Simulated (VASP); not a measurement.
Here is a VASP 6.6.1 calculation.

File INCAR:

```
  PREC = Accurate
  ENCUT = 520
  EDIFF = 1E-7
  ISMEAR = 0
  SIGMA = 0.1
  LREAL = False
  LASPH = True
  NELM = 100
  ALGO = Normal
  ISIF = 2
  LWAVE = False
  LCHARG = False
  GGA = PE
  NBANDS = 42
```

The input KPOINTS:

```
regular mesh
0
Gamma
  3 3 4
```

The input POSCAR:

```
P
1.0
    5.7869156500      0.0000000000      0.0000000000
   -2.8934578200      5.0116159600      0.0000000000
    0.0000000000      0.0000000000      6.2038610300
P
12
Direct
    0.0818387400      0.7224022000      0.9371510000
    0.2775978000      0.3594365400      0.6038176600
    0.6405634600      0.9181612600      0.2704843300
    0.9181612600      0.2775978000      0.4371510000
    0.7224022000      0.6405634600      0.1038176600
    0.3594365400      0.0818387400      0.7704843300
    0.0818387400      0.3594365400      0.8961823400
    0.6405634600      0.7224022000      0.5628490000
    0.2775978000      0.9181612600      0.2295156700
    0.9181612600      0.6405634600      0.3961823400
    0.3594365400      0.2775978000      0.0628490000
    0.7224022000      0.0818387400      0.7295156700
```

Potentials or basis: VASP PAW PBE potentials, release 64 (P).

Launch:

```console
$ cat potpaw_PBE.64/P/POTCAR > POTCAR
$ mpirun -np 1 vasp_std > vasp.out
```

Task: Estimate the largest force.

Result: 1.429 eV/Å.

Task: Estimate the band gap on the k mesh.

Result: Zero (bands 30 and 31 overlap by 1.54 eV).

Task: Estimate the pressure.

Result: 27.4 GPa.

Forces on the atoms (eV/Å):
```
P    0.028 -0.448 -1.356
P    0.375  0.248 -1.356
P   -0.402  0.200 -1.356
P   -0.028  0.448 -1.356
P   -0.375 -0.248 -1.356
P    0.402 -0.200 -1.356
P   -0.375  0.248  1.356
P   -0.028 -0.448  1.356
P    0.402  0.200  1.356
P    0.375 -0.248  1.356
P    0.028  0.448  1.356
P   -0.402 -0.200  1.356
```

Caveat: the k points lie up to 0.42 Å⁻¹ apart, too coarse for converged energies and pressures of a metal; forces of over 1 eV/Å act on the atoms, so gaps and moduli don't describe the material at rest.
